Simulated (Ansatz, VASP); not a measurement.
## Sr in VASP and in Ansatz

Contents of INCAR:

```
ALGO     = Normal         # electronic algorithm
EDIFF    = 1E-6           # SCF threshold, eV
EDIFFG   = -0.005         # ionic threshold
ENCUT    = 600            # plane-wave cutoff, eV
GGA      = PS             # functional
IBRION   = 2              # ionic algorithm
ISIF     = 3              # what is computed and relaxed
ISMEAR   = -1             # smearing method
LASPH    = T              # aspherical terms in the spheres
LCHARG   = F              # write CHGCAR
LREAL    = F              # projectors in reciprocal space
LWAVE    = F              # write WAVECAR
NELM     = 80             # most SCF steps
NSW      = 60             # ionic steps
PREC     = Accurate       # precision mode
SIGMA    = 0.08           # smearing width, eV
```

File KPOINTS:

```
k-points
0
Gamma
  12 12 12
```

The input POSCAR:

```
Sr
1.0
    0.0000000000      2.9668574272      2.9668574272
    2.9668574272      0.0000000000      2.9668574272
    2.9668574272      2.9668574272      0.0000000000
Sr
1
Direct
    0.0000000000      0.0000000000      0.0000000000
```

Input for Ansatz:

```yaml
crystal:
  lattice:
    - [0.0, 2.9668574272, 2.9668574272]
    - [2.9668574272, 0.0, 2.9668574272]
    - [2.9668574272, 2.9668574272, 0.0]
  atoms:
    - { symbol: Sr, position: [0.0, 0.0, 0.0] }
kpoints:
  mp_grid: { grid: [12, 12, 12] }
scf:
  occupations: { method: fermi_dirac, width: 0.08 }
hamiltonian:
  xc: pbesol
  pseudopotentials: { kind: paw }
output:
  forces: true
  stress: true
  write_density: true
  write_potential: true
  elf: true
  volumetric_format: npy
relax:
  f_tol: 0.005
  max_steps: 40
  cell: {}
```

Alike in both runs: task relaxation of cell and atoms; functional PBEsol; k mesh 12 × 12 × 12; occupations fermi-dirac, width 0.08 eV; no spin polarisation.

|  | VASP | Ansatz |
| --- | --- | --- |
| version | VASP 6.6.1 | Ansatz 0.2.0 |
| potentials or method | VASP PAW PBE potentials, release 64 (Sr_sv) | PAW with Ansatz's default frozen-core files, scalar-relativistic |
| plane-wave cutoff (eV) | 600 | 420 |
| valence electrons in the cell | 10 | 10 |

VASP gave:

* relaxed volume (Å³/atom): 52.19
* relaxed cell length with the largest relative difference (Å): 4.195

**Question.** Estimate Ansatz's values.

**Answer.** Relaxed volume (Å³/atom): 52.23; relaxed cell length with the largest relative difference (Å): 4.196.

VASP's potentials were made for PBE, not for PBEsol.
